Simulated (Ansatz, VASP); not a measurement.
## Ge: VASP beside Ansatz

The input POSCAR:

```
Ge
1.0
    0.0000000000      2.8570577000      2.8287700000
    2.8004823000      0.0000000000      2.8287700000
    2.8004823000      2.8570577000      0.0000000000
Ge
2
Direct
    0.5000000000      0.5000000000      0.5000000000
    0.7500000000      0.7500000000      0.7500000000
```

Contents of INCAR.step1:

```
SYSTEM = Ge
  ALGO = Normal
  EDIFF = 1E-4
  ENCUT = 520
  GGA = PE
  ISMEAR = 0
  LASPH = .TRUE.
  LCHARG = .FALSE.
  LREAL = .FALSE.
  LWAVE = .TRUE.
  NBANDS = 21
  NELM = 100
  PREC = Accurate
  SIGMA = 0.05
```

File INCAR.step2:

```
SYSTEM = Ge
  ALGO = Normal
  EDIFF = 1E-7
  ENCUT = 520
  ISIF = 2
  ISMEAR = 0
  ISTART = 1
  LASPH = .TRUE.
  LCHARG = .FALSE.
  LMIXTAU = .TRUE.
  LREAL = .FALSE.
  LWAVE = .FALSE.
  METAGGA = R2SCAN
  NBANDS = 21
  NELM = 100
  PREC = Accurate
  SIGMA = 0.05
```

File KPOINTS:

```
k-points
0
G
  10 10 10
  0 0 0
```

Input for Ansatz:

```yaml
crystal:
  lattice:
    - [0.0, 2.8570577, 2.82877]
    - [2.8004823, 0.0, 2.82877]
    - [2.8004823, 2.8570577, 0.0]
  atoms:
    - { symbol: Ge, position: [0.5, 0.5, 0.5] }
    - { symbol: Ge, position: [0.75, 0.75, 0.75] }
basis:
  ecutwfc: 500
kpoints:
  mp_grid: { grid: [10, 10, 10] }
hamiltonian:
  xc: r2scan
scf:
  occupations: { method: gaussian, width: 0.05 }
output:
  forces: true
  stress: true
  eigenvalues: true
```

Change from the starting cell: strain -0.0100 x Voigt [1, -1, 0, 0, 0, 0], atoms carried along.

Alike in both runs: task single point; functional r2SCAN; k mesh 10 × 10 × 10; occupations gaussian, width 0.05 eV; no spin polarisation.

|  | VASP | Ansatz |
| --- | --- | --- |
| version | VASP 6.6.1 | Ansatz 0.2.0 |
| potentials or method | VASP PAW PBE potentials, release 64 (Ge_d), cutoff 520 eV | scalar-relativistic, plane waves, PAW |
| valence electrons in the cell | 28 | 28 |

```csv
,VASP,Ansatz,Ansatz less VASP
gap on the k mesh at the Fermi level (eV),0.32,0.36,+0.039
least direct gap on the mesh (eV),0.32,0.36,+0.039
pressure (GPa),0.7,0.7,-0.05
"traceless stress, the component that is largest in VASP (GPa)",-0.85,-0.85,0.000
```

VASP's potentials were made for PBE, not for r2SCAN.
